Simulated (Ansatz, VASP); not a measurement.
Ge32H19N: VASP beside Ansatz

```xyz
52
Lattice="8.0016 8.0016 0.0000 -8.0016 8.0016 0.0000 0.0000 0.0000 20.9129" Properties=species:S:1:pos:R:3 pbc="T T T"
Ge   -5.0009   -0.0245    7.1568
Ge    1.0312   -4.1234    7.1674
Ge    0.7861   -0.0828    7.6193
Ge    1.0256    3.9680    7.1660
Ge    3.4884   -4.0294    8.0059
Ge    3.2763   -0.0131    7.3119
Ge    3.4816    3.9860    8.0075
Ge    8.5536   -0.0861    8.0136
Ge   -4.0687    2.1017    6.3365
Ge    0.0822   -2.0327    6.2650
Ge    0.0223    1.8921    6.3383
Ge    0.0832    6.0701    6.3148
Ge    3.9772   -2.1531    6.3447
Ge    3.9468    2.1284    6.3332
Ge    3.9668    5.8663    6.3504
Ge    8.0300    1.7911    6.3728
Ge   -2.0260    1.9992    4.9128
Ge    2.0640   -2.0097    4.7846
Ge    2.0138    2.0127    4.8032
Ge    2.0336    6.0017    4.7776
Ge    6.0153   -2.0136    4.9220
Ge    5.9929    2.0022    4.9243
Ge    5.9987    5.9907    4.9071
Ge    9.9921    2.0091    4.7882
Ge   -2.0004    0.0000    3.4394
Ge    2.0004   -4.0008    3.4394
Ge    2.0004    0.0000    3.4394
Ge    2.0004    4.0008    3.4394
Ge    6.0012   -4.0008    3.4394
Ge    6.0012    0.0000    3.4394
Ge    6.0012    4.0008    3.4394
Ge   10.0020    0.0000    3.4394
H    -0.7838    0.0000    2.5000
H    -3.2170    0.0000    2.5000
H     3.2170   -4.0008    2.5000
H     0.7838   -4.0008    2.5000
H     3.2170    0.0000    2.5000
H     0.7838    0.0000    2.5000
H     3.2170    4.0008    2.5000
H     0.7838    4.0008    2.5000
H     7.2178   -4.0008    2.5000
H     4.7846   -4.0008    2.5000
H     7.2178    0.0000    2.5000
H     4.7846    0.0000    2.5000
H     7.2178    4.0008    2.5000
H     4.7846    4.0008    2.5000
H    11.2186    0.0000    2.5000
H     8.7854    0.0000    2.5000
H     1.6338   -0.0246    9.1513
H     3.5414    0.8959    9.7046
H     3.6307   -0.7622    9.7693
N     3.1962    0.0278    9.2855
```

Alike in both runs: task single point; functional PBE; dispersion D3(BJ); k mesh 1 × 1 × 1; occupations gaussian, width 0.03 eV; no spin polarisation.

```csv
,VASP,Ansatz
version,VASP 6.6.1,Ansatz 0.2.0
potentials or method,"VASP PAW PBE potentials, release 64 (Ge_d, H, N), cutoff 520 eV","scalar-relativistic, plane waves, PAW"
valence electrons in the cell,472,472
```

```csv
,VASP,Ansatz,Ansatz less VASP
rms of the force components (eV/Å),0.122,0.121,-0.0007
```
